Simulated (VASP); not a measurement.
TaN, 2 atoms in the cell. The structure is hexagonal, space group P-6m2 (No. 187). The conventional cell has a = 2.977 Å, b = 2.977 Å, c = 2.921 Å, α = 90.00°, β = 90.00°, γ = 120.00°. Within 3.0 Å of Ta (site symmetry -6m2) lie 6 N at 2.26 Å and 8 Ta at 2.92 to 2.98 Å. Within 3.0 Å of N (site symmetry -6m2) lie 6 Ta at 2.26 Å and 8 N at 2.92 to 2.98 Å. 

- Program: VASP 6.6.1
- Task: single point
- Functional: PBEsol
- Potentials or basis: VASP PAW PBE potentials, release 64 (Ta_pv, N)
- Cutoff: 520 eV
- k mesh: 11 × 11 × 10
- Occupations: fermi-dirac, width 0.1 eV
- Spin: no spin polarisation
- Dipole correction: no
- Further INCAR settings: ALGO = Normal; EDIFF = 1e-06; NBANDS = 15

Potentials or basis: VASP PAW PBE potentials, release 64 (Ta_pv, N).

Command:

```bash
$ cat potpaw_PBE.64/Ta_pv/POTCAR potpaw_PBE.64/N/POTCAR > POTCAR
$ mpirun -np 1 vasp_std > vasp.out
```

Hardware: 1 thread of Intel(R) Xeon(R) 6975P-C (Granite Rapids), with other jobs on the host.

Q: How long does it take, and how much memory?

A: It took 9.6 s on 1 thread of Intel(R) Xeon(R) 6975P-C (Granite Rapids), on a shared host, peak memory 0.16 GiB. Counts: scf iterations 13, k points 96.
